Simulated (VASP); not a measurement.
Input of a VASP 6.6.1 run:

INCAR

```
SYSTEM = N
PREC = Accurate
ENCUT = 520
EDIFF = 1E-7
ISMEAR = 0
SIGMA = 0.05
LREAL = .FALSE.
LASPH = .TRUE.
NELM = 80
ALGO = Normal
ISIF = 2
LWAVE = .FALSE.
LCHARG = .FALSE.
GGA = PS
NBANDS = 18
```

KPOINTS

```
Automatic mesh
0
G
  6 6 4
  0 0 0
```

File POSCAR:

```
N
1.0
    4.1672328106      0.0000000000      0.0000000000
   -2.0836164053      3.6089294775      0.0000000000
    0.0000000000      0.0000000000      7.0060035100
N
4
Direct
    0.2709879754      0.5419759508      0.3610453536
    0.3333333333      0.6666666667      0.1710699600
    0.6666666667      0.3333333333      0.8289300400
    0.6666666667      0.3333333333      0.6710699600
```

Potentials or basis: VASP PAW PBE potentials, release 64 (N).

Command:

```sh
$ cat potpaw_PBE.64/N/POTCAR > POTCAR
$ mpirun -np 1 vasp_std > vasp.out
```

Task: Predict the pressure.

Result: -10.4 GPa.

Task: Predict the largest force.

Result: 15.533 eV/Å.

Stress tensor (GPa, compression positive):
```
  0.17   0.00   0.00
  0.00  -3.39   9.97
  0.00   9.97 -27.99
```

Caveat: the cell differs from its parent crystal (atom 1 (N) moved by (-0.450, +0.225) A along y and z); the standard files for N, O and F lose accuracy on very short bonds; the PAW data sets were made with another functional, which shifts forces and pressure a little.
